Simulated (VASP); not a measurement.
Set up this calculation in VASP 6.6.1, as the native input.

| Quantity | Value |
| --- | --- |
| Task | single point |
| Functional | PBE |
| Potentials or basis | VASP PAW PBE potentials, release 64 (Si, Se) |
| Cutoff | 520 eV |
| k mesh | 8 × 8 × 4 |
| Occupations | fermi-dirac, width 0.1 eV |
| Spin | no spin polarisation |
| Dipole correction | no |
| Further INCAR settings | ALGO = Normal; EDIFF = 1e-06; NBANDS = 23 |

The structure of Si2Se lies in POSCAR:

```
Si2Se
1.0
    4.3949673929      0.0000000000      0.0000000000
    0.0000000000      4.3949673929      0.0000000000
    0.0000000000      0.0000000000      9.7391265969
Si Se
4 2
Direct
    0.5000000000      0.5000000000      0.6290213953
    0.5000000000      0.5000000000      0.1290213953
    0.5000000000      0.5000000000      0.3709786047
    0.5000000000      0.5000000000      0.8709786047
    0.0000000000      0.5000000000      0.0000000000
    0.5000000000      0.0000000000      0.5000000000
```

The input as run:

INCAR

```
ALGO     = Normal         # electronic algorithm
EDIFF    = 1E-6           # SCF threshold, eV
ENCUT    = 520            # plane-wave cutoff, eV
GGA      = PE             # functional
ISIF     = 2              # what is computed and relaxed
ISMEAR   = -1             # smearing method
LASPH    = T              # aspherical terms in the spheres
LCHARG   = F              # write CHGCAR
LREAL    = F              # projectors in reciprocal space
LWAVE    = F              # write WAVECAR
NBANDS   = 23             # bands
NELM     = 100            # most SCF steps
PREC     = Accurate       # precision mode
SIGMA    = 0.1            # smearing width, eV
```

KPOINTS

```
k-points
0
Gamma
  8 8 4
```

Potentials or basis: VASP PAW PBE potentials, release 64 (Si, Se).

The run is started by

```bash
$ cat potpaw_PBE.64/Si/POTCAR potpaw_PBE.64/Se/POTCAR > POTCAR
$ mpirun -np 1 vasp_std > vasp.out
```

It gave:

The pressure is 0.0 GPa. The largest force is 0.006 eV/Å and the band gap on the k mesh is zero (bands 14 and 15 overlap by 0.95 eV).

Run time: 100 s on 1 thread of Intel(R) Xeon(R) Platinum 8488C (Sapphire Rapids) (shared host), peak memory 0.36 GiB.
